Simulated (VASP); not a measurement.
Write the native input for VASP 6.6.1 that does the following.

- Task: single point
- Functional: PBE
- Potentials or basis: VASP PAW PBE potentials, release 64 (Ho_3, O), 4f in core
- Cutoff: 600 eV
- k mesh: 5 × 5 × 5
- Occupations: gaussian, width 0.2 eV
- Spin: no spin polarisation
- Dipole correction: no
- Further INCAR settings: ALGO = Normal; EDIFF = 1e-06; NBANDS = 19

The structure of Ho2O lies in POSCAR:

```
Ho2O
1.0
    2.8934652300      1.6705429294      2.6695923903
   -2.8934652300      1.6705429294      2.6695923903
    0.0000000000     -3.3410858589      2.6695923903
Ho O
2 1
Direct
    0.9817140998      0.9817140998      0.9817140998
    0.4871910792      0.4871910792      0.4871910792
    0.2343793710      0.2343793710      0.2343793710
```

The cell was generated, and may not be a known phase.

The input as run:

INCAR

```
PREC = Accurate ; ENCUT = 600
EDIFF = 1E-6 ; ISMEAR = 0
SIGMA = 0.2 ; LREAL = False
LASPH = True ; NELM = 200
ALGO = Normal ; ISIF = 2
LWAVE = False ; LCHARG = False
GGA = PE ; NBANDS = 19
GGA_COMPAT = False ; LMAXMIX = 6
```

KPOINTS

```
regular mesh
0
Gamma
  5 5 5
```

Potentials or basis: VASP PAW PBE potentials, release 64 (Ho_3, O), 4f in core.

Command:

```bash
$ cat potpaw_PBE.64/Ho_3/POTCAR potpaw_PBE.64/O/POTCAR > POTCAR
$ mpirun -np 1 vasp_std > vasp.out
```

Results of the run:

```yaml
Pressure: 0.9 GPa
Largest_force: 0.210 eV/Å
Band_gap_on_the_k_mesh: zero (bands 12 and 13 overlap by 1.06 eV)
```

Caveat: spin-orbit coupling is left out, which moves the levels of the heavy elements; the 4f electrons are frozen in the core, so they carry no moment and show no levels; the run has no spin polarisation, though such a crystal can be magnetic.

Wall time 59 s on 1 thread of Intel Xeon 8259CL, on a shared host, peak memory 0.22 GiB.
